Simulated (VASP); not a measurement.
Ba3PbO, 5 atoms in the cell. The structure is cubic, space group Pm-3m (No. 221). Conventional cell: a = 5.448 Å, b = 5.448 Å, c = 5.448 Å, α = 90.00°, β = 90.00°, γ = 90.00°. Within 5.1 Å of Pb (site symmetry m-3m) lie 12 Ba at 3.85 Å and 8 O at 4.72 Å. Within 3.6 Å of O (site symmetry m-3m) lie 6 Ba at 2.72 Å. Within 3.6 Å of Ba (site symmetry 4/mmm) lie 2 O at 2.72 Å. 

```yaml
Program: VASP 6.6.1
Task: single point
Functional: PBEsol
Potentials_or_basis: VASP PAW PBE potentials, release 64 (Pb_d, O, Ba_sv)
Cutoff: 520 eV
k_mesh: 4 × 4 × 4
Occupations: fermi-dirac, width 0.05 eV
Spin: no spin polarisation
Dipole_correction: no
Further_INCAR_settings: ALGO = Normal; EDIFF = 1e-06; NBANDS = 33
```

Potentials or basis: VASP PAW PBE potentials, release 64 (Pb_d, O, Ba_sv).

Command:

```bash
$ cat potpaw_PBE.64/Pb_d/POTCAR potpaw_PBE.64/O/POTCAR potpaw_PBE.64/Ba_sv/POTCAR > POTCAR
$ mpirun -np 1 vasp_std > vasp.out
```

Hardware: 1 thread of Intel(R) Xeon(R) 6975P-C (Granite Rapids) (shared host).

Estimate the wall time of this run.

It took 33 s on 1 thread of Intel(R) Xeon(R) 6975P-C (Granite Rapids) (shared host), peak memory 0.28 GiB. Counts: scf iterations 14, k points 10.
